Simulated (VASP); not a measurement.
# Ga2O3 (C2/m) in VASP: further runs

Ga2O3 is run at these levels: r2SCAN; tasks: single point.

Everything below comes from runs of VASP 6.6.1. Logs are shortened: lines on timing, memory, paths and dates and some standing lists are left out, and cuts for length are marked.

## Step 1: The cell of the first run

It takes space group C2/m (No. 12, monoclinic). Conventional cell: a = 12.376 Å, b = 3.069 Å, c = 5.866 Å, α = 90.00°, β = 103.81°, γ = 90.00°. Within 2.5 Å of Ga (site symmetry m) lie 4 O at 1.85 to 1.89 Å. Ga (site symmetry m) has 6 O at 1.96 to 2.10 Å within 2.6 Å. Within 2.5 Å of O (site symmetry m) lie 3 Ga at 1.85 to 1.96 Å. Within 2.5 Å of O (site symmetry m) lie 4 Ga at 1.89 to 2.10 Å. O (site symmetry m) has 3 Ga at 1.86 to 1.96 Å within 2.5 Å.

## Step 2: Single point, r2SCAN (10.82 Å³/atom)

POSCAR reads:

```
Ga2O3
1.0
    6.1879867174     -1.5346165239      0.0024466130
    6.1879867174      1.5346165239      0.0024466130
   -1.4021101523      0.0000000000      5.6958312578
Ga O
4 6
Direct
    0.0905077044      0.0905077044      0.7947690581
    0.9094922956      0.9094922956      0.2052309419
    0.6587425295      0.6587425295      0.3144411420
    0.3412574705      0.3412574705      0.6855588580
    0.1642078127      0.1642078127      0.1091294890
    0.8357921873      0.8357921873      0.8908705110
    0.1733453342      0.1733453342      0.5635363169
    0.8266546658      0.8266546658      0.4364636831
    0.4962966922      0.4962966922      0.2562516311
    0.5037033078      0.5037033078      0.7437483689
```

INCAR.step1 reads:

```
PREC     = Accurate       # precision mode
ENCUT    = 520            # plane-wave cutoff, eV
ISMEAR   = 0              # smearing method
SIGMA    = 0.01           # smearing width, eV
LREAL    = F              # projectors in reciprocal space
LASPH    = T              # aspherical terms in the spheres
NELM     = 60             # most SCF steps
NBANDS   = 55             # bands
GGA      = PE             # functional
ALGO     = Normal         # electronic algorithm
EDIFF    = 1E-4           # SCF threshold, eV
LWAVE    = T              # write WAVECAR
LCHARG   = F              # write CHGCAR
```

INCAR.step2 reads:

```
PREC     = Accurate       # precision mode
ENCUT    = 520            # plane-wave cutoff, eV
EDIFF    = 1E-6           # SCF threshold, eV
ISMEAR   = 0              # smearing method
SIGMA    = 0.01           # smearing width, eV
LREAL    = F              # projectors in reciprocal space
LASPH    = T              # aspherical terms in the spheres
NELM     = 60             # most SCF steps
ALGO     = Normal         # electronic algorithm
ISIF     = 2              # what is computed and relaxed
LWAVE    = F              # write WAVECAR
LCHARG   = F              # write CHGCAR
METAGGA  = R2SCAN         # meta-GGA
LMIXTAU  = T            
NBANDS   = 55             # bands
ISTART   = 1
```

KPOINTS reads:

```
Automatic mesh
0
Gamma
  8 8 4
```

Potentials or basis: VASP PAW PBE potentials, release 64 (Ga_d, O).

Run with:

```console
> cat potpaw_PBE.64/Ga_d/POTCAR potpaw_PBE.64/O/POTCAR > POTCAR
> cp INCAR.step1 INCAR
> mpirun -np 1 vasp_std > vasp.out
> cp INCAR.step2 INCAR
> mpirun -np 1 vasp_std > vasp.out
```

OUTCAR:

```text
PREC = Accurate
   ENCUT = 520
   EDIFF = 1E-6
   ISMEAR = 0
   LREAL = F
   LASPH = T
   NELM = 60
   ISIF = 2
   METAGGA = R2SCAN
   ISTART = 1

 ion  position               nearest neighbor table
   1  0.091  0.091  0.795-   5 1.85  10 1.86  10 1.86   7 1.89
   2  0.909  0.909  0.205-   6 1.85   9 1.86   9 1.86   8 1.89
   3  0.659  0.659  0.314-   9 1.96   5 1.96   5 1.96   8 2.03   7 2.10   7 2.10
   4  0.341  0.341  0.686-  10 1.96   6 1.96   6 1.96   7 2.03   8 2.10   8 2.10
   5  0.164  0.164  0.109-   1 1.85   3 1.96   3 1.96
   6  0.836  0.836  0.891-   2 1.85   4 1.96   4 1.96
   7  0.173  0.173  0.564-   1 1.89   4 2.03   3 2.10   3 2.10
   8  0.827  0.827  0.436-   2 1.89   3 2.03   4 2.10   4 2.10
   9  0.496  0.496  0.256-   2 1.86   2 1.86   3 1.96
  10  0.504  0.504  0.744-   1 1.86   1 1.86   4 1.96

  LATTYP: Found a base centered monoclinic cell.
 ALAT       =    12.3759744021
 B/A-ratio  =     0.2479993048
 C/A-ratio  =     0.4739722095
 COS(beta)  =    -0.2386446533

  Lattice vectors:

 A1 = (   6.1879867174,  -1.5346165239,   0.0024466130)
 A2 = (   6.1879867174,   1.5346165239,   0.0024466130)
 A3 = (  -1.4021101523,   0.0000000000,   5.6958312578)

Analysis of symmetry for initial positions (statically):
=====================================================================
 Subroutine PRICEL returns:
 Original cell was already a primitive cell.

 Routine SETGRP: Setting up the symmetry group for a
 base centered monoclinic supercell.

 Subroutine GETGRP returns: Found  4 space group operations
 (whereof  4 operations were pure point group operations)
 out of a pool of  4 trial point group operations.

The static configuration has the point symmetry C_2h.

Analysis of symmetry for dynamics (positions and initial velocities):
=====================================================================
 Subroutine PRICEL returns:
 Original cell was already a primitive cell.

 Routine SETGRP: Setting up the symmetry group for a
 base centered monoclinic supercell.

 Subroutine GETGRP returns: Found  4 space group operations
 (whereof  4 operations were pure point group operations)
 out of a pool of  4 trial point group operations.

The dynamic configuration has the point symmetry C_2h.

 Subroutine INISYM returns: Found  4 space group operations
[... 106 lines left out ...]
   ICHARG =      0    charge: 1-file 2-atom 10-const
   ISPIN  =      1    spin polarized calculation?
   LNONCOLLINEAR =      F non collinear calculations
   LSORBIT =      F    spin-orbit coupling
   LASPH  =      T    aspherical Exc in radial PAW
   ENCUT  =  520.0 eV  38.22 Ry    6.18 a.u.  11.85 11.85 10.91*2*pi/ulx,y,z
   NELM   =     60;   NELMIN=  2; NELMDL=  0     # of ELM steps
   EDIFF  = 0.1E-05   stopping-criterion for ELM
   LREAL  =      F    real-space projection
[... 7 lines left out ...]
   TEBEG  =    0.0;   TEEND  =   0.0 temperature during run
   PSTRESS=    0.0 pullay stress
   NELECT =      88.0000    total number of electrons
   NUPDOWN=      -1.0000    fix difference up-down
   EMIN   =  10.00;   EMAX   =-10.00  energy-range for DOS
   EFERMI =   0.00;   METHOD = LEGACY
   ISMEAR =     0;   SIGMA  =   0.01  broadening in eV -4-tet -1-fermi 0-gaus
   EFERMI_NEDOS =   21; number of points for ismear=-14 and -15
   IALGO  =     38    algorithm
   IMIX   =      4    mixing-type and parameters
     AMIX     =   0.40;   BMIX     =  1.00
     AMIX_MAG =   1.60;   BMIX_MAG =  1.00
  volume/ion in A,a.u.               =      10.82        73.01
  Fermi-wavevector in a.u.,A,eV,Ry     =   1.528186  2.887853 31.774394  2.335352
  Thomas-Fermi vector in A             =   2.635979
   LORBIT       =      0    0 simple, 1 ext, 2 COOP (PROOUT), +10 PAW based schemes
   METAGGA = R2SCAN    functional components
   LHFCALC =     F    Hartree Fock is set to
   AEXX    =    0.0000 exact exchange contribution
   IVDW    =     0    specifies the selected vdW correction
   LEPSILON=     F    determine dielectric tensor
   LRPA    =     F    only Hartree local field effects (RPA)
 non-spin polarized calculation
 Gauss-broadening in eV      SIGMA  =   0.01
  energy-cutoff  :      520.00
  volume of cell :      108.19
 maximum number of plane-waves:      2934
   NGX = 23   NGY = 23   NGZ = 21

 number of electron      87.9999995 magnetization

 Free energy of the ion-electron system (eV)
  ---------------------------------------------------
  ext. energy  EPLUGINS =         0.00000000
  ---------------------------------------------------
  free energy    TOTEN  =      -102.42049264 eV

  energy without entropy =     -102.42049264  energy(sigma->0) =     -102.42049264

 E-fermi :   3.2328     XC(G=0): -12.3363

 val. band max:        3.1242209181   @ k =   0.5000   0.3750   0.5000
 cond. band min:       5.8592645091   @ k =   0.0000   0.0000   0.0000
 fundamental gap:      2.7350435910
 Fermi energy:         3.2328411991

 k-point     1 :       0.0000    0.0000    0.0000
  band No.  band energies     occupation
      1     -16.5005      2.00000
      2     -15.4137      2.00000
      3     -15.3973      2.00000
      4     -15.2775      2.00000
      5     -14.8553      2.00000
      6     -14.8278      2.00000
[... 1381 lines left out ...]
     54      14.5334      0.00000
     55      15.8377      0.00000

 [... further k-points ...]
[... 5 lines left out ...]
  --------------------------------------------------------------------------------------
  -------------------------------------------------------------------------------------
  Total       -2.6719288     -2.9951034     -2.8599123      0.0000000      0.0000000     -0.0290293
  in kB      -39.5691604    -44.3551217    -42.3530494      0.0000000      0.0000000     -0.4299004
  external PRESSURE =     -42.0924438 kB  Pullay stress =       0.0000000 kB

 VOLUME and BASIS-vectors are now :
 -----------------------------------------------------------------------------
  energy-cutoff  :      520.00
  volume of cell :      108.19
      direct lattice vectors                 reciprocal lattice vectors
     6.187986717 -1.534616524  0.002446613     0.080793861 -0.325814294  0.019888562
     6.187986717  1.534616524  0.002446613     0.080793861  0.325814294  0.019888562
    -1.402110152  0.000000000  5.695831258    -0.000069409  0.000000000  0.175549913

 POSITION                                       TOTAL-FORCE (eV/Angst)
 -----------------------------------------------------------------------------------
      0.00577      0.00000      4.52731        -0.055746      0.000000      0.021181
     10.96810      0.00000      1.17341         0.055746      0.000000     -0.021181
      7.71170      0.00000      1.79423        -0.017296      0.000000     -0.000695
      3.26216      0.00000      3.90650         0.017296      0.000000      0.000695
      1.87922      0.00000      0.62239        -0.099199      0.000000      0.028260
      9.09464      0.00000      5.07834         0.099199      0.000000     -0.028260
      1.35518      0.00000      3.21066         0.050924      0.000000     -0.008364
      9.61869      0.00000      2.49007        -0.050924      0.000000      0.008364
      5.78286      0.00000      1.46199        -0.053566      0.000000     -0.025069
      5.19100      0.00000      4.23873         0.053566      0.000000      0.025069
 -----------------------------------------------------------------------------------
    total drift:                               -0.000000     -0.000000      0.000000

  FREE ENERGIE OF THE ION-ELECTRON SYSTEM (eV)
  ---------------------------------------------------
  free  energy   TOTEN  =      -102.4204926362 eV

  energy  without entropy=     -102.4204926362  energy(sigma->0) =     -102.42049264
```

OUTCAR.step1:

```text
PREC = Accurate
   ENCUT = 520
   ISMEAR = 0
   LREAL = F
[... 1647 lines left out ...]
      1.35518      0.00000      3.21066         0.016398      0.000000     -0.010261
      9.61869      0.00000      2.49007        -0.016398      0.000000      0.010261
      5.78286      0.00000      1.46199        -0.054824      0.000000      0.013652
      5.19100      0.00000      4.23873         0.054824      0.000000     -0.013652
 -----------------------------------------------------------------------------------
    total drift:                               -0.000000     -0.000000      0.000000

  FREE ENERGIE OF THE ION-ELECTRON SYSTEM (eV)
  ---------------------------------------------------
  free  energy   TOTEN  =       -59.6597559959 eV

  energy  without entropy=      -59.6597559959  energy(sigma->0) =      -59.65975600
```

It took 29 min on 1 thread of AMD EPYC 9R45 (Zen 5), shared host; peak memory 0.54 GiB.

What came out:

- Free energy: -102.4205 eV
- Pressure: -4.2 GPa
- Largest force: 0.103 eV/Å
- Band gap on the k mesh: 2.74 eV (least direct gap 2.77 eV)

Forces on the atoms (eV/Å):
```
Ga  -0.056  0.000  0.021
Ga   0.056  0.000 -0.021
Ga  -0.017  0.000 -0.001
Ga   0.017  0.000  0.001
O   -0.099  0.000  0.028
O    0.099  0.000 -0.028
O    0.051  0.000 -0.008
O   -0.051  0.000  0.008
O   -0.054  0.000 -0.025
O    0.054  0.000  0.025
```

Stress tensor (GPa, compression positive):
```
-3.96  0.00 -0.04
 0.00 -4.44  0.00
-0.04  0.00 -4.24
```

Levels at points of the mesh, in eV from the valence-band top:
```csv
k point,band 41,band 42,band 43,band 44,band 45,band 46,band 47,band 48
"(0.00, 0.00, 0.00)",-0.68,-0.47,-0.28,-0.03,2.74,6.13,7.20,7.24
"(0.50, 0.00, 0.00)",-0.77,-0.71,-0.46,-0.14,6.12,7.00,7.68,7.96
"(0.50, 0.50, 0.00)",-0.69,-0.67,-0.41,-0.16,4.89,5.15,6.37,7.04
"(0.00, 0.00, 0.50)",-0.65,-0.63,-0.49,-0.29,5.12,5.27,7.17,7.70
"(0.50, 0.00, 0.50)",-1.09,-1.02,-0.71,-0.64,7.35,7.40,8.31,8.49
"(0.50, 0.50, 0.50)",-0.63,-0.61,-0.59,0.00,5.55,5.71,6.64,6.98
```

Caveat: the cell stands under tension; the PAW data sets were made with another functional, which shifts forces and pressure a little. r2SCAN opens gaps a little over a GGA but as a rule still falls short of measured ones.

## Step 3: Single point, r2SCAN

This run uses another cell than the first one, of 10.50 Å³/atom.

Changes to POSCAR since step 2:

```diff
@@ -2,5 +2,5 @@
 1.0
-    6.1879867174     -1.5346165239      0.0024466130
-    6.1879867174      1.5346165239      0.0024466130
-   -1.4021101523      0.0000000000      5.6958312578
+    6.1273162739     -1.5195702949      0.0024226250
+    6.1273162739      1.5195702949      0.0024226250
+   -1.3883630891      0.0000000000      5.6399861787
 Ga O
```

INCAR.step1 reads:

```
SYSTEM = Ga2O3
ALGO = Normal
EDIFF = 1E-4
ENCUT = 520
GGA = PE
ISMEAR = 0
LASPH = .True.
LCHARG = .False.
LREAL = .False.
LWAVE = .True.
NBANDS = 55
NELM = 60
PREC = Accurate
SIGMA = 0.01
```

INCAR.step2 reads:

```
SYSTEM = Ga2O3
ALGO = Normal
EDIFF = 1E-7
ENCUT = 520
ISIF = 2
ISMEAR = 0
ISTART = 1
LASPH = .True.
LCHARG = .False.
LMIXTAU = .True.
LREAL = .False.
LWAVE = .False.
METAGGA = R2SCAN
NBANDS = 55
NELM = 60
PREC = Accurate
SIGMA = 0.01
```

KPOINTS reads:

```
k-points
0
Gamma
  8 8 4
  0 0 0
```

Potentials or basis: VASP PAW PBE potentials, release 64 (Ga_d, O).

Run with:

```console
> cat potpaw_PBE.64/Ga_d/POTCAR potpaw_PBE.64/O/POTCAR > POTCAR
> cp INCAR.step1 INCAR
> mpirun -np 1 vasp_std > vasp.out
> cp INCAR.step2 INCAR
> mpirun -np 1 vasp_std > vasp.out
```

It took 40 min on 1 thread of AMD EPYC 9R45 (Zen 5), shared host; peak memory 0.53 GiB.

Results (log left out):

```yaml
Free_energy: -102.4418 eV
Pressure: 1.9 GPa
Largest_force: 0.083 eV/Å
Band_gap_on_the_k_mesh: 3.01 eV (least direct gap 3.04 eV)
```

Forces in eV/Å, atoms in the order of the input:
```
Ga   0.019  0.000 -0.002
Ga  -0.019  0.000  0.002
Ga  -0.015  0.000  0.050
Ga   0.015  0.000 -0.050
O    0.063  0.000  0.035
O   -0.063  0.000 -0.035
O    0.030  0.000 -0.055
O   -0.030  0.000  0.055
O    0.077  0.000  0.029
O   -0.077  0.000 -0.029
```

Stress tensor (GPa, compression positive):
```
1.73 0.00 0.05
0.00 2.05 0.00
0.05 0.00 1.77
```

Levels at points of the mesh, in eV from the valence-band top:
| k point | band 40 | band 41 | band 42 | band 43 | band 44 | band 45 | band 46 | band 47 | band 48 | band 49 |
| --- | --- | --- | --- | --- | --- | --- | --- | --- | --- | --- |
| (0.00, 0.00, 0.00) | -0.67 | -0.67 | -0.48 | -0.27 | -0.02 | 3.01 | 6.38 | 7.43 | 7.53 | 8.56 |
| (0.50, 0.00, 0.00) | -1.29 | -0.75 | -0.72 | -0.45 | -0.15 | 6.34 | 7.28 | 8.00 | 8.25 | 8.78 |
| (0.50, 0.50, 0.00) | -1.09 | -0.68 | -0.65 | -0.42 | -0.17 | 5.16 | 5.44 | 6.53 | 7.35 | 8.77 |
| (0.00, 0.00, 0.50) | -1.41 | -0.66 | -0.64 | -0.47 | -0.30 | 5.40 | 5.53 | 7.47 | 7.99 | 8.52 |
| (0.50, 0.00, 0.50) | -1.25 | -1.13 | -1.06 | -0.73 | -0.67 | 7.64 | 7.68 | 8.59 | 8.78 | 9.23 |
| (0.50, 0.50, 0.50) | -0.69 | -0.62 | -0.60 | -0.59 | -0.01 | 5.85 | 5.96 | 6.94 | 7.30 | 7.70 |

Caveat: the PAW data sets were made with another functional, which shifts forces and pressure a little. r2SCAN opens gaps a little over a GGA but as a rule still falls short of measured ones.
